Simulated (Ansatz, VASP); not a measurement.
## CoO: VASP beside Ansatz

```xyz
2
Lattice="0.0000 2.1315 2.1954 2.1315 0.0000 2.1954 2.1315 2.1315 0.0000" Properties=species:S:1:pos:R:3 pbc="T T T"
Co    0.0000    0.0000    0.0000
O     2.1315    2.1315    2.1954
```

Change from the starting cell: zz strain of +3 %, crystal datasets.

Alike in both runs: task electric field gradients; functional PBEsol; k mesh 16 × 16 × 16; occupations fermi-dirac, width 0.05 eV; collinear spin.

|  | VASP | Ansatz |
| --- | --- | --- |
| version | VASP 6.6.1 | Ansatz 0.2.0 |
| potentials or method | VASP PAW PBE potentials, release 64 (Co, O), cutoff 520 eV | all-electron PAW with datasets made for the crystal, scalar-relativistic |

Ansatz gave:

```
pressure (GPa)                                                : -15.0
traceless stress, the component that is largest in VASP (GPa) : -0.20
net moment per atom (μB)                                      : 1.49
size of the moment on the site where the two differ most (μB) : 2.52
size of Vzz on the site where it differs most (V/Å²)          : 8.6
```

What did VASP give for the same quantities?

Pressure (GPa): -15.4; traceless stress, the component that is largest in VASP (GPa): -0.15; net moment per atom (μB): 1.48; size of the moment on the site where the two differ most (μB): 2.59; size of Vzz on the site where it differs most (V/Å²): 5.2.

VASP's potentials were made for PBE, not for PBEsol. Site moments also hang on the region over which each program counts them. Ansatz ran all-electron here, and VASP with PAW potentials.
